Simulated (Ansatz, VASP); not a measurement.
## One calculation of GaSb, two programs

The input POSCAR:

```
GaSb
1.0
    0.0000000000      3.0658787979      2.9432436460
    3.0658787979      0.0000000000      2.9432436460
    3.0658787979      3.0658787979      0.0000000000
Ga Sb
1 1
Direct
    0.0000000000      0.0000000000      0.0000000000
    0.2500000000      0.2500000000      0.2500000000
```

File INCAR.step1:

```
SYSTEM = GaSb
  ALGO = Normal
  EDIFF = 1E-5
  ENCUT = 550
  GGA = PE
  GGA_COMPAT = .FALSE.
  ISMEAR = -1
  LASPH = .TRUE.
  LCHARG = .FALSE.
  LREAL = .FALSE.
  LWAVE = .TRUE.
  NBANDS = 21
  NELM = 120
  PREC = Accurate
  SIGMA = 0.02
```

INCAR.step2

```
SYSTEM = GaSb
  ALGO = Normal
  EDIFF = 1E-6
  ENCUT = 550
  GGA_COMPAT = .FALSE.
  ISIF = 2
  ISMEAR = -1
  ISTART = 1
  LASPH = .TRUE.
  LCHARG = .FALSE.
  LMIXTAU = .TRUE.
  LREAL = .FALSE.
  LWAVE = .FALSE.
  METAGGA = R2SCAN
  NBANDS = 21
  NELM = 120
  PREC = Accurate
  SIGMA = 0.02
```

Contents of KPOINTS:

```
k-points
0
G
  8 8 8
  0 0 0
```

Input for Ansatz:

```yaml
crystal:
  lattice:
    - [0.0, 3.0658787979, 2.943243646]
    - [3.0658787979, 0.0, 2.943243646]
    - [3.0658787979, 3.0658787979, 0.0]
  atoms:
    - { symbol: Ga, position: [0.0, 0.0, 0.0] }
    - { symbol: Sb, position: [0.25, 0.25, 0.25] }
kpoints:
  mp_grid: { grid: [8, 8, 8] }
  band_path:
    path:
      - [0.0, 0.0, 0.0]
      - [-0.5, -0.5, 0.0]
      - [-0.375, -0.375, 0.25]
      - [-0.375, 0.0, 0.375]
      - [0.0, 0.0, 0.5]
      - [-0.5, -0.25, 0.25]
    npoints: 1
hamiltonian:
  xc: r2scan
scf:
  occupations: { method: fermi_dirac, width: 0.02 }
  n_extra_bands: 4
output:
  forces: true
  stress: true
  eigenvalues: true
```

Change from the starting cell: uniaxial_z strain -4.0%.

Alike in both runs: task single point; functional r2SCAN; k mesh 8 × 8 × 8; occupations fermi-dirac, width 0.02 eV; no spin polarisation.

|  | VASP | Ansatz |
| --- | --- | --- |
| version | VASP 6.6.1 | Ansatz 0.2.0 |
| potentials or method | VASP PAW PBE potentials, release 64 (Ga_d, Sb_d_GW) | plane waves, PAW |
| plane-wave cutoff (eV) | 550 | 500 |
| valence electrons in the cell | 28 | 28 |

```csv
,VASP,Ansatz,Ansatz less VASP
pressure (GPa),2.4,2.4,-0.01
"traceless stress, the component that is largest in VASP (GPa)",1.26,1.27,+0.005
```

VASP's potentials were made for PBE, not for r2SCAN.

Neither program's run includes spin-orbit coupling.
